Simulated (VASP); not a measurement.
Input of a VASP 6.6.1 run:

POSCAR

```
TiNi
1.0
    2.9665485614      0.0000000000      0.0000000000
    0.0000000000      2.9665485614      0.0000000000
    0.0000000000      0.0000000000      2.9665485614
Ti Ni
1 1
Direct
    0.5000000000      0.5000000000      0.5000000000
    0.0000000000      0.0000000000      0.0000000000
```

File INCAR.step1:

```
  PREC = Accurate
  ENCUT = 520
  ISMEAR = 0
  SIGMA = 0.1
  LREAL = F
  LASPH = T
  NELM = 100
  NBANDS = 18
  GGA = PE
  ALGO = Normal
  EDIFF = 1E-4
  LWAVE = T
  LCHARG = F
```

File INCAR.step2:

```
  PREC = Accurate
  ENCUT = 520
  EDIFF = 1E-6
  ISMEAR = 0
  SIGMA = 0.1
  LREAL = F
  LASPH = T
  NELM = 100
  ALGO = Normal
  ISIF = 2
  LWAVE = F
  LCHARG = F
  METAGGA = R2SCAN
  LMIXTAU = T
  NBANDS = 18
  ISTART = 1
```

KPOINTS

```
Automatic mesh
0
Gamma
  14 14 14
```

Potentials or basis: VASP PAW PBE potentials, release 64 (Ti_sv, Ni).

Run with:

```sh
$ cat potpaw_PBE.64/Ti_sv/POTCAR potpaw_PBE.64/Ni/POTCAR > POTCAR
$ cp INCAR.step1 INCAR
$ mpirun -np 1 vasp_std > vasp.out
$ cp INCAR.step2 INCAR
$ mpirun -np 1 vasp_std > vasp.out
```

(1) Predict the band gap on the k mesh.

(2) Estimate the pressure.

## Answers

(1) zero (band 11 reaches 10.42 eV, above the bottom of band 12 at 8.54 eV).

(2) 4.6 GPa.

Caveat: the PAW data sets were made with another functional, which shifts forces and pressure a little.
